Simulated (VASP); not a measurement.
# BAs: single point with PBE

BAs:

```
B As
1.0
     0.00000    2.38051    2.41617
     2.38051    0.00000    2.41617
     2.38051    2.38051    0.00000
B As
1 1
Direct
  0.00000 0.00000 0.00000
  0.25000 0.25000 0.25000
```

This cell differs from its parent crystal: strained cell.

```json
{
  "Program": "VASP 6.6.1",
  "Task": "single point",
  "Functional": "PBE",
  "Potentials or basis": "VASP PAW PBE potentials, release 64 (B, As)",
  "Cutoff": "500 eV",
  "k mesh": "8 × 8 × 8",
  "Occupations": "gaussian, width 0.02 eV",
  "Spin": "no spin polarisation",
  "Dipole correction": "no",
  "Further INCAR settings": "ALGO = Normal; EDIFF = 1e-06; NBANDS = 11"
}
```

The pressure is 2.7 GPa and the band gap on the k mesh is 1.08 eV (least direct gap 3.19 eV).

Stress tensor (GPa, compression positive):
```
3.77 0.00 0.00
0.00 3.77 0.00
0.00 0.00 0.65
```

Levels at points of the mesh, in eV from the valence-band top:
| k point | band 2 | band 3 | band 4 | band 5 | band 6 | band 7 |
| --- | --- | --- | --- | --- | --- | --- |
| (0.00, 0.00, 0.00) | -0.15 | 0.00 | 0.00 | 3.19 | 3.19 | 3.29 |
| (0.50, 0.00, 0.00) | -8.80 | -1.95 | -1.77 | 2.60 | 4.68 | 4.79 |
| (0.50, 0.50, 0.00) | -8.63 | -4.01 | -4.01 | 1.50 | 1.52 | 11.26 |
| (0.50, 0.00, 0.50) | -8.51 | -4.17 | -4.14 | 1.33 | 1.34 | 11.16 |

Run time: 32 s on 1 thread of Intel Xeon 8259CL, on a shared host, peak memory 0.16 GiB.

Caveat: the cell differs from its parent crystal (strained cell). A k mesh can miss the band edges.
